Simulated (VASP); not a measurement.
## BaNaF: single point with PBE

Crystal: BaNaF.

```
CELL_PARAMETERS angstrom
4.43407 0.00000 0.00000
-2.21703 3.84002 0.00000
0.00000 0.00000 6.96646
ATOMIC_POSITIONS crystal
Na 0.00000 0.00000 0.00000
Ba 0.33333 0.66667 0.50000
F 0.66667 0.33333 0.50000
```

* Program: VASP 6.6.1
* Task: single point
* Functional: PBE
* Potentials or basis: VASP PAW PBE potentials, release 64 (Na_pv, Ba_sv, F)
* Cutoff: 520 eV
* k mesh: 12 × 12 × 8
* Occupations: gaussian, width 0.1 eV
* Spin: no spin polarisation

* Pressure: 0.3 GPa
* Band gap on the k mesh: zero (band 12 reaches 1.36 eV, above the bottom of band 13 at 0.26 eV)

Stress tensor (GPa, compression positive):
```
 0.55  0.00  0.00
 0.00  0.55  0.00
 0.00  0.00 -0.05
```

Levels at points of the mesh, in eV from the Fermi level:
| k point | band 8 | band 9 | band 10 | band 11 | band 12 | band 13 | band 14 | band 15 | band 16 | band 17 |
| --- | --- | --- | --- | --- | --- | --- | --- | --- | --- | --- |
| (0.00, 0.00, 0.00) | -14.33 | -6.78 | -6.78 | -6.18 | -2.33 | 0.86 | 1.28 | 3.24 | 3.24 | 4.01 |
| (0.50, 0.00, 0.00) | -14.25 | -6.66 | -6.36 | -6.20 | -0.25 | 0.48 | 0.82 | 1.72 | 2.56 | 3.75 |
| (0.00, 0.00, 0.50) | -14.33 | -6.78 | -6.78 | -6.19 | -1.47 | -0.92 | 1.59 | 3.15 | 3.15 | 4.09 |
| (0.50, 0.00, 0.50) | -14.25 | -6.66 | -6.37 | -6.20 | -0.05 | 0.51 | 0.97 | 1.81 | 2.39 | 3.18 |

Run time: 120 s on 1 thread of Intel(R) Xeon(R) 6975P-C (Granite Rapids) (shared host), peak memory 0.39 GiB.

Caveat: spin-orbit coupling is left out, which moves the levels of the heavy elements.
